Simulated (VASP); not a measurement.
LaB6, 7 atoms in the cell. The structure is cubic, space group Pm-3m (No. 221). Conventional cell: a = 4.086 Å, b = 4.086 Å, c = 4.086 Å, α = 90.00°, β = 90.00°, γ = 90.00°. La (site symmetry m-3m) has 24 B at 3.00 Å and 6 La at 4.09 Å within 4.1 Å. B (site symmetry 4mm) has 5 B at 1.63 to 1.74 Å within 2.2 Å. 

```yaml
Program: VASP 6.6.1
Task: single point
Functional: r2SCAN
Dispersion: D3(BJ)
Potentials_or_basis: VASP PAW PBE potentials, release 64 (La, B)
Cutoff: 520 eV
k_mesh: 6 × 6 × 6
Occupations: gaussian, width 0.05 eV
Spin: no spin polarisation
Dipole_correction: no
Further_INCAR_settings: ALGO = Normal; EDIFF = 1e-06; NBANDS = 24
```

Potentials or basis: VASP PAW PBE potentials, release 64 (La, B).

Launch:

```sh
$ cat potpaw_PBE.64/La/POTCAR potpaw_PBE.64/B/POTCAR > POTCAR
$ cp INCAR.step1 INCAR
$ mpirun -np 1 vasp_std > vasp.out
$ cp INCAR.step2 INCAR
$ mpirun -np 1 vasp_std > vasp.out
```

Hardware: 1 thread of Intel(R) Xeon(R) 6975P-C (Granite Rapids), with other jobs on the host.

Problem. How long does it take, and how much memory?

Solution. Wall time 3 min on 1 thread of Intel(R) Xeon(R) 6975P-C (Granite Rapids) (shared host), peak memory 0.19 GiB. Counts: k points 20.
